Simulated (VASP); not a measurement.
Write the native input for VASP 6.6.1 that does the following.

| Property | Result |
| --- | --- |
| Task | single point |
| Functional | PBE |
| Potentials or basis | VASP PAW PBE potentials, release 64 (Cd, F) |
| Cutoff | 520 eV |
| k mesh | 8 × 8 × 8 |
| Occupations | gaussian, width 0.05 eV |
| Spin | no spin polarisation |
| Dipole correction | no |
| Further INCAR settings | ALGO = Normal; EDIFF = 1e-06; NBANDS = 20 |

The structure of CdF2 lies in POSCAR:

```
CdF2
1.0
    0.0000000000      2.6940000000      2.6940000000
    2.2899000000      0.0000000000      2.6940000000
    2.2899000000      2.6940000000      0.0000000000
Cd F
1 2
Direct
    0.0000000000      0.0000000000      0.0000000000
    0.2500000000      0.2500000000      0.2500000000
    0.7500000000      0.7500000000      0.7500000000
```

This cell differs from its parent crystal: strain -0.1500 x Voigt [1, 0, 0, 0, 0, 0].

These files were run (other wordings do the same):

INCAR

```
SYSTEM = CdF2
ALGO = Normal
EDIFF = 1E-6
ENCUT = 520
GGA = PE
ISIF = 2
ISMEAR = 0
LASPH = .True.
LCHARG = .False.
LREAL = .False.
LWAVE = .False.
NBANDS = 20
NELM = 80
PREC = Accurate
SIGMA = 0.05
```

KPOINTS

```
k-points
0
Gamma
  8 8 8
  0 0 0
```

Potentials or basis: VASP PAW PBE potentials, release 64 (Cd, F).

Run with:

```bash
$ cat potpaw_PBE.64/Cd/POTCAR potpaw_PBE.64/F/POTCAR > POTCAR
$ mpirun -np 1 vasp_std > vasp.out
```

It gave:

```json
{"Pressure": "35.0 GPa", "Band gap on the k mesh": "2.89 eV, indirect (least direct gap 3.49 eV)"}
```

Caveat: the cell differs from its parent crystal (strain -0.1500 x Voigt [1, 0, 0, 0, 0, 0]).

Run time: 46 s on 1 thread of Intel(R) Xeon(R) Platinum 8375C CPU @ 2.90GHz (Ice Lake), with other jobs on the host, peak memory 0.17 GiB.
